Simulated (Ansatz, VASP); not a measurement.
Fe: VASP beside Ansatz

The input INCAR:

```
PREC = Accurate
ENCUT = 520
EDIFF = 1E-6
ISMEAR = 0
SIGMA = 0.15
LREAL = F
LASPH = T
NELM = 150
ALGO = Normal
ISIF = 2
LWAVE = F
LCHARG = F
ISPIN = 2
MAGMOM = 2.44
LORBIT = 11
LMAXMIX = 4
GGA = PE
NBANDS = 14
```

The input KPOINTS:

```
regular mesh
0
Gamma
  12 12 12
```

File POSCAR:

```
Fe
1.0
   -1.2815080848      1.2815080848      1.7279855016
    1.2815080848     -1.2815080848      1.7279855016
    1.2815080848      1.2815080848     -1.7279855016
Fe
1
Direct
    0.0000000000      0.0000000000      0.0000000000
```

Input for Ansatz:

```yaml
crystal:
  lattice:
    - [-1.2815080848, 1.2815080848, 1.7279855016]
    - [1.2815080848, -1.2815080848, 1.7279855016]
    - [1.2815080848, 1.2815080848, -1.7279855016]
  atoms:
    - { symbol: Fe, position: [0.0, 0.0, 0.0], spin: 2.44 }
basis:
  ecutwfc: 520.0
kpoints:
  mp_grid: { grid: [12, 12, 12] }
hamiltonian:
  xc: pbe
scf:
  occupations: { method: gaussian, width: 0.15 }
output:
  forces: true
  stress: true
  eigenvalues: true
  populations: true
magnetization:
  spin_polarized: true
```

Alike in both runs: task single point; functional PBE; k mesh 12 × 12 × 12; occupations gaussian, width 0.15 eV; collinear spin.

|  | VASP | Ansatz |
| --- | --- | --- |
| version | VASP 6.6.1 | Ansatz 0.2.0 |
| potentials or method | VASP PAW PBE potentials, release 64 (Fe), cutoff 520 eV | scalar-relativistic, plane waves, PAW |
| valence electrons in the cell | 8 | 16 |

VASP gave:

| Property | Result |
| --- | --- |
| gap on the k mesh at the Fermi level (eV) | none |
| pressure (GPa) | 5.6 |
| traceless stress, the component that is largest in VASP (GPa) | -8.14 |
| net moment per atom (μB) | 2.30 |
| size of the moment on the site where the two differ most (μB) | 2.29 |

Question: Estimate Ansatz's values.

Answer: gap on the k mesh at the Fermi level (eV): none; pressure (GPa): 4.7; traceless stress, the component that is largest in VASP (GPa): -8.50; net moment per atom (μB): 2.25; size of the moment on the site where the two differ most (μB): 2.28.

Site moments also hang on the region over which each program counts them. A gap of «none» marks a metal or a gap that the smearing closes. With one functional, cell and mesh, what is left measures potentials, basis and numerics. VASP's potentials hold 8 valence electrons a cell and Ansatz's 16, so a difference there can come from the potentials and not from the codes.
